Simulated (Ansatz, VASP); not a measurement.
## P: VASP beside Ansatz

File INCAR:

```
  ALGO = Normal
  EDIFF = 1E-6
  ENCUT = 520
  GGA = PS
  ISIF = 2
  ISMEAR = 0
  IVDW = 12
  LASPH = True
  LCHARG = False
  LREAL = False
  LWAVE = False
  NBANDS = 12
  NELM = 80
  PREC = Accurate
  SIGMA = 0.15
```

KPOINTS

```
k-points
0
Gamma
  18 18 18
```

The input POSCAR:

```
P
1.0
   -1.6915100431      2.5151650373      1.8403546944
    1.6915100431     -2.5151650373      1.8403546944
    1.6915100431      2.5151650373     -1.8403546944
P
2
Direct
    0.8033091100      0.0533091100      0.7500000000
    0.1966908900      0.9466908900      0.2500000000
```

Input for Ansatz:

```yaml
crystal:
  lattice:
    - [-1.6915100431, 2.5151650373, 1.8403546944]
    - [1.6915100431, -2.5151650373, 1.8403546944]
    - [1.6915100431, 2.5151650373, -1.8403546944]
  atoms:
    - { symbol: P, position: [0.80330911, 0.05330911, 0.75] }
    - { symbol: P, position: [0.19669089, 0.94669089, 0.25] }
basis:
  ecutwfc: 420
kpoints:
  mp_grid: { grid: [18, 18, 18] }
hamiltonian:
  xc: pbesol
  dispersion: d3bj
scf:
  occupations: { method: gaussian, width: 0.15 }
output:
  forces: true
  stress: true
  eigenvalues: true
```

Change from the starting cell: strain -0.0100 x Voigt [0, 0, 1, 0, 0, 0], atoms carried along.

Alike in both runs: task single point; functional PBEsol; dispersion D3(BJ); k mesh 18 × 18 × 18; occupations gaussian, width 0.15 eV; no spin polarisation.

|  | VASP | Ansatz |
| --- | --- | --- |
| version | VASP 6.6.1 | Ansatz 0.2.0 |
| potentials or method | VASP PAW PBE potentials, release 64 (P), cutoff 520 eV | scalar-relativistic, plane waves, PAW |
| valence electrons in the cell | 10 | 10 |

```csv
,VASP,Ansatz,Ansatz less VASP
gap on the k mesh at the Fermi level (eV),none,none,-
pressure (GPa),-3.6,-3.7,-0.03
"traceless stress, the component that is largest in VASP (GPa)",-1.97,-2.09,-0.120
rms of the force components (eV/Å),0.293,0.314,+0.0208
```

VASP's potentials were made for PBE, not for PBEsol. Atom by atom the forces differ by 0.021 eV/Å (rms over components). A gap of «none» marks a metal or a gap that the smearing closes.
